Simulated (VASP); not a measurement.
# GaN (P6_3mc) in VASP: single point with LDA

Aim: the single point of GaN with LDA.

All numbers are computed with VASP 6.6.1; they aren't measurements. Logs are shortened: lines on timing, memory, paths and dates and some standing lists are left out, and cuts for length are marked.

**1. The cell of the first run**

The structure is hexagonal, space group P6_3mc (No. 186). Conventional cell: a = 3.152 Å, b = 3.152 Å, c = 5.138 Å, α = 90.00°, β = 90.00°, γ = 120.00°. Ga (site symmetry 3m) has 4 N at 1.93 Å within 2.6 Å. Within 2.6 Å of N (site symmetry 3m) lie 4 Ga at 1.93 Å.

**2. Single point, LDA**

INCAR reads:

```
SYSTEM = GaN
  ALGO = Normal
  EDIFF = 1E-6
  ENCUT = 520
  GGA = CA
  ISIF = 2
  ISMEAR = 0
  LASPH = .TRUE.
  LCHARG = .FALSE.
  LREAL = .FALSE.
  LWAVE = .FALSE.
  NBANDS = 26
  NELM = 80
  PREC = Accurate
  SIGMA = 0.05
```

KPOINTS reads:

```
k-points
0
G
  12 12 6
  0 0 0
```

POSCAR reads:

```
GaN
1.0
    3.1516808476      0.0000000000      0.0000000000
   -1.5758404238      2.7294356786      0.0000000000
    0.0000000000      0.0000000000      5.1383140418
Ga N
2 2
Direct
    0.3333333333      0.6666666667      0.9992962937
    0.6666666667      0.3333333333      0.4992962937
    0.3333333333      0.6666666667      0.3757037063
    0.6666666667      0.3333333333      0.8757037063
```

Potentials or basis: VASP PAW LDA potentials, release 64 (Ga_d, N).

The run is started by

```sh
$ cat potpaw_LDA.64/Ga_d/POTCAR potpaw_LDA.64/N/POTCAR > POTCAR
$ mpirun -np 1 vasp_std > vasp.out
```

OUTCAR:

```text
SYSTEM = GaN
   EDIFF = 1E-6
   ENCUT = 520
   GGA = CA
   ISIF = 2
   ISMEAR = 0
   LASPH = .TRUE.
   LREAL = .FALSE.
   NELM = 80
   PREC = Accurate

 ion  position               nearest neighbor table
   1  0.333  0.667  0.999-   4 1.93   4 1.93   4 1.93   3 1.93
   2  0.667  0.333  0.499-   3 1.93   3 1.93   3 1.93   4 1.93
   3  0.333  0.667  0.376-   2 1.93   2 1.93   2 1.93   1 1.93
   4  0.667  0.333  0.876-   1 1.93   1 1.93   1 1.93   2 1.93

  LATTYP: Found a hexagonal cell.
 ALAT       =     3.1516808476
 C/A-ratio  =     1.6303408531

  Lattice vectors:

 A1 = (   3.1516808476,   0.0000000000,   0.0000000000)
 A2 = (  -1.5758404238,   2.7294356786,   0.0000000000)
 A3 = (   0.0000000000,   0.0000000000,   5.1383140418)

Analysis of symmetry for initial positions (statically):
=====================================================================
 Subroutine PRICEL returns:
 Original cell was already a primitive cell.

 Routine SETGRP: Setting up the symmetry group for a
 hexagonal supercell.

 Subroutine GETGRP returns: Found 12 space group operations
 (whereof  6 operations were pure point group operations)
 out of a pool of 24 trial point group operations.

The static configuration has the point symmetry C_3v.
 The point group associated with its full space group is C_6v.

Analysis of symmetry for dynamics (positions and initial velocities):
=====================================================================
 Subroutine PRICEL returns:
 Original cell was already a primitive cell.

 Routine SETGRP: Setting up the symmetry group for a
 hexagonal supercell.

 Subroutine GETGRP returns: Found 12 space group operations
 (whereof  6 operations were pure point group operations)
 out of a pool of 24 trial point group operations.

The dynamic configuration has the point symmetry C_3v.
 The point group associated with its full space group is C_6v.

 Subroutine INISYM returns: Found 12 space group operations
 (whereof  6 operations are pure point group operations),
 and found     1 'primitive' translations

----------------------------------------------------------------------------------------

                                     Primitive cell

  volume of cell :      44.2014

  direct lattice vectors                    reciprocal lattice vectors
     3.151680848  0.000000000  0.000000000     0.317291010  0.183188050  0.000000000
    -1.575840424  2.729435679  0.000000000     0.000000000  0.366376100  0.000000000
     0.000000000  0.000000000  5.138314042     0.000000000  0.000000000  0.194616365

  length of vectors
     3.151680848  3.151680848  5.138314042     0.366376100  0.366376100  0.194616365

  position of ions in fractional coordinates (direct lattice)
     0.333333333  0.666666667  0.999296294
     0.666666667  0.333333333  0.499296294
     0.333333333  0.666666667  0.375703706
     0.666666667  0.333333333  0.875703706

  ion indices of the primitive-cell ions
   primitive index   ion index
                 1           1
                 2           2
                 3           3
                 4           4

----------------------------------------------------------------------------------------

 KPOINTS: k-points

Automatic generation of k-mesh.
 Grid dimensions read from file:
 generate k-points for:   12   12    6

 Generating k-lattice:

  Cartesian coordinates                     Fractional coordinates (reciprocal lattice)
     0.026440918  0.015265671  0.000000000     0.083333333  0.000000000  0.000000000
     0.000000000  0.030531342  0.000000000     0.000000000  0.083333333  0.000000000
     0.000000000  0.000000000  0.032436061     0.000000000  0.000000000  0.166666667

  Length of vectors
     0.030531342  0.030531342  0.032436061

  Shift w.r.t. Gamma in fractional coordinates (k-lattice)
     0.000000000  0.000000000  0.000000000

 Subroutine IBZKPT returns following result:
 ===========================================

 Found     76 irreducible k-points:

 Following reciprocal coordinates:
            Coordinates               Weight
  0.000000  0.000000  0.000000      1.000000
  0.083333  0.000000  0.000000      6.000000
  0.166667  0.000000  0.000000      6.000000
  0.250000  0.000000  0.000000      6.000000
  0.333333  0.000000  0.000000      6.000000
  0.416667 -0.000000  0.000000      6.000000
[... 16 lines left out ...]
  0.250000  0.000000  0.166667     12.000000
  0.333333  0.000000  0.166667     12.000000
 [... further k-points ...]
   k-points           NKPTS =     76   k-points in BZ     NKDIM =     76   number of bands    NBANDS=     26
   number of dos      NEDOS =    301   number of ions     NIONS =      4
   total plane-waves  NPLWV =  23040
   dimension x,y,z NGX =    24 NGY =   24 NGZ =   40
   dimension x,y,z NGXF=    48 NGYF=   48 NGZF=   80
   ions per type =               2   2
   NGX,Y,Z   is equivalent  to a cutoff of  12.66, 12.66, 12.94 a.u.
   NGXF,Y,Z  is equivalent  to a cutoff of  25.32, 25.32, 25.88 a.u.
 SYSTEM =  GaN
   PREC   = accura    normal or accurate (medium, high low for compatibility)
   ISTART =      0    job   : 0-new  1-cont  2-samecut
   ICHARG =      2    charge: 1-file 2-atom 10-const
   ISPIN  =      1    spin polarized calculation?
   LNONCOLLINEAR =      F non collinear calculations
   LSORBIT =      F    spin-orbit coupling
   LASPH  =      T    aspherical Exc in radial PAW
   ENCUT  =  520.0 eV  38.22 Ry    6.18 a.u.   5.86  5.86  9.55*2*pi/ulx,y,z
   NELM   =     80;   NELMIN=  2; NELMDL= -5     # of ELM steps
   EDIFF  = 0.1E-05   stopping-criterion for ELM
   LREAL  =      F    real-space projection
   EDIFFG = 0.1E-04   stopping-criterion for IOM
   NSW    =      0    number of steps for IOM
   IBRION =     -1    ionic relax: 0-MD 1-quasi-New 2-CG
   NFREE  =      0    steps in history (QN), initial steepest desc. (CG)
   ISIF   =      2    stress and relaxation
   ISYM   =      2    0-nonsym 1-usesym 2-fastsym
   POTIM  = 0.5000    time-step for ionic-motion
   TEBEG  =    0.0;   TEEND  =   0.0 temperature during run
   PSTRESS=    0.0 pullay stress
   NELECT =      36.0000    total number of electrons
   NUPDOWN=      -1.0000    fix difference up-down
   EMIN   =  10.00;   EMAX   =-10.00  energy-range for DOS
   EFERMI =   0.00;   METHOD = LEGACY
   ISMEAR =     0;   SIGMA  =   0.05  broadening in eV -4-tet -1-fermi 0-gaus
   EFERMI_NEDOS =   21; number of points for ismear=-14 and -15
   IALGO  =     38    algorithm
   IMIX   =      4    mixing-type and parameters
     AMIX     =   0.40;   BMIX     =  1.00
     AMIX_MAG =   1.60;   BMIX_MAG =  1.00
  volume/ion in A,a.u.               =      11.05        74.57
  Fermi-wavevector in a.u.,A,eV,Ry     =   1.528846  2.889100 31.801852  2.337370
  Thomas-Fermi vector in A             =   2.636549
   LORBIT       =      0    0 simple, 1 ext, 2 COOP (PROOUT), +10 PAW based schemes
   GGA     = CA    functional components
   LHFCALC =     F    Hartree Fock is set to
   AEXX    =    0.0000 exact exchange contribution
   IVDW    =     0    specifies the selected vdW correction
   LEPSILON=     F    determine dielectric tensor
   LRPA    =     F    only Hartree local field effects (RPA)
 non-spin polarized calculation
 Gauss-broadening in eV      SIGMA  =   0.05
  energy-cutoff  :      520.00
  volume of cell :       44.20
 maximum number of plane-waves:      1204
 NGX is ok and might be reduce to    24
   NGX = 11   NGY = 11   NGZ = 19

 number of electron      36.0000031 magnetization

 Free energy of the ion-electron system (eV)
  ---------------------------------------------------
  ext. energy  EPLUGINS =         0.00000000
  ---------------------------------------------------
  free energy    TOTEN  =       -27.90983099 eV

  energy without entropy =      -27.90983099  energy(sigma->0) =      -27.90983099

 E-fermi :   5.7369     XC(G=0): -12.2992

 val. band max:        5.4421251701   @ k =   0.0000   0.0000   0.0000
 cond. band min:       7.5880128463   @ k =   0.0000   0.0000   0.0000
 fundamental gap:      2.1458876762
 Fermi energy:         5.7369013370

 k-point     1 :       0.0000    0.0000    0.0000
  band No.  band energies     occupation
      1     -10.7016      2.00000
      2      -9.7199      2.00000
      3      -8.1454      2.00000
      4      -8.1281      2.00000
      5      -8.1281      2.00000
      6      -8.0610      2.00000
[... 18 lines left out ...]
     25      17.2214      0.00000
     26      17.2214      0.00000

 k-point     2 :       0.0833    0.0000    0.0000
  band No.  band energies     occupation
      1     -10.6274      2.00000
      2      -9.7011      2.00000
      3      -8.1387      2.00000
      4      -8.1169      2.00000
      5      -8.1060      2.00000
      6      -8.0529      2.00000
[... 18 lines left out ...]
     25      16.8636      0.00000
     26      17.3816      0.00000

 k-point     3 :       0.1667    0.0000    0.0000
  band No.  band energies     occupation
      1     -10.4249      2.00000
      2      -9.6550      2.00000
      3      -8.1123      2.00000
      4      -8.0898      2.00000
      5      -8.0475      2.00000
      6      -8.0130      2.00000
[... 18 lines left out ...]
     25      16.8692      0.00000
     26      17.7511      0.00000

 k-point     4 :       0.2500    0.0000    0.0000
  band No.  band energies     occupation
      1     -10.1575      2.00000
      2      -9.6051      2.00000
      3      -8.0850      2.00000
      4      -8.0630      2.00000
      5      -7.9965      2.00000
      6      -7.9482      2.00000
[... 18 lines left out ...]
     25      16.8998      0.00000
     26      18.2389      0.00000
[... 496 lines left out ...]
      1     -10.3491      2.00000
      2      -9.6756      2.00000
      3      -8.1085      2.00000
      4      -8.0862      2.00000
      5      -8.0485      2.00000
      6      -8.0122      2.00000
[... 18 lines left out ...]
     25      16.4728      0.00000
     26      17.5338      0.00000

 k-point    23 :       0.2500    0.0000    0.1667
  band No.  band energies     occupation
      1     -10.0967      2.00000
      2      -9.6166      2.00000
      3      -8.0859      2.00000
      4      -8.0561      2.00000
      5      -8.0112      2.00000
      6      -7.9564      2.00000
[... 18 lines left out ...]
     25      16.5825      0.00000
     26      18.0698      0.00000

 k-point    24 :       0.3333    0.0000    0.1667
  band No.  band energies     occupation
      1      -9.8759      2.00000
      2      -9.5736      2.00000
      3      -8.0779      2.00000
      4      -8.0387      2.00000
      5      -7.9813      2.00000
      6      -7.9027      2.00000
[... 18 lines left out ...]
     25      16.8062      0.00000
     26      18.6784      0.00000

 [... further k-points ...]
[... 5 lines left out ...]
  --------------------------------------------------------------------------------------
  -------------------------------------------------------------------------------------
  Total        0.3064987      0.3064987      0.3007181      0.0000000      0.0000000      0.0000000
  in kB       11.1097290     11.1097290     10.9001970      0.0000000      0.0000000      0.0000000
  external PRESSURE =      11.0398850 kB  Pullay stress =       0.0000000 kB

 VOLUME and BASIS-vectors are now :
 -----------------------------------------------------------------------------
  energy-cutoff  :      520.00
  volume of cell :       44.20
      direct lattice vectors                 reciprocal lattice vectors
     3.151680848  0.000000000  0.000000000     0.317291010  0.183188050  0.000000000
    -1.575840424  2.729435679  0.000000000     0.000000000  0.366376100  0.000000000
     0.000000000  0.000000000  5.138314042     0.000000000  0.000000000  0.194616365

 POSITION                                       TOTAL-FORCE (eV/Angst)
 -----------------------------------------------------------------------------------
     -0.00000      1.81962      5.13470         0.000000      0.000000      0.001832
      1.57584      0.90981      2.56554        -0.000000      0.000000      0.001832
     -0.00000      1.81962      1.93048         0.000000     -0.000000     -0.001832
      1.57584      0.90981      4.49964         0.000000      0.000000     -0.001832
 -----------------------------------------------------------------------------------
    total drift:                               -0.000001     -0.000001      0.000803

  FREE ENERGIE OF THE ION-ELECTRON SYSTEM (eV)
  ---------------------------------------------------
  free  energy   TOTEN  =       -27.9098309853 eV

  energy  without entropy=      -27.9098309853  energy(sigma->0) =      -27.90983099
```

Wall time 88 s (1 thread of Intel Xeon Platinum 8259CL at 2.50GHz (Skylake/Cascade Lake), shared host); peak memory 0.19 GiB.

What came out:

- Free energy: -27.9098 eV
- Pressure: 1.1 GPa
- Band gap on the k mesh: 2.15 eV
